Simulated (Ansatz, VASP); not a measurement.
# Two plane-wave programs on GaN

```
CELL_PARAMETERS angstrom
3.18258 0.00000 0.00000
-1.59129 2.75620 0.00000
0.00000 0.00000 5.18543
ATOMIC_POSITIONS crystal
Ga 0.33333 0.66667 0.99919
Ga 0.66667 0.33333 0.49919
N 0.33333 0.66667 0.37581
N 0.66667 0.33333 0.87581
```

Alike in both runs: functional PBEsol; k mesh 14 × 14 × 8; occupations fermi-dirac, width 0.08 eV; no spin polarisation.

Ansatz relaxed the structure, and its values are those at the end. VASP's run is a single point on that final structure, the one shown.

|  | VASP | Ansatz |
| --- | --- | --- |
| version | VASP 6.6.1 | Ansatz 0.2.0 |
| potentials or method | VASP PAW PBE potentials, release 64 (Ga_d, N) | PAW with Ansatz's default frozen-core files, scalar-relativistic |
| plane-wave cutoff (eV) | 520 | 420 |
| valence electrons in the cell | 36 | 36 |

VASP gave:

```
pressure (GPa) : -0.1
```

Q: Estimate Ansatz's values.

A: Pressure (GPa): 0.0.

VASP's potentials were made for PBE, not for PBEsol.
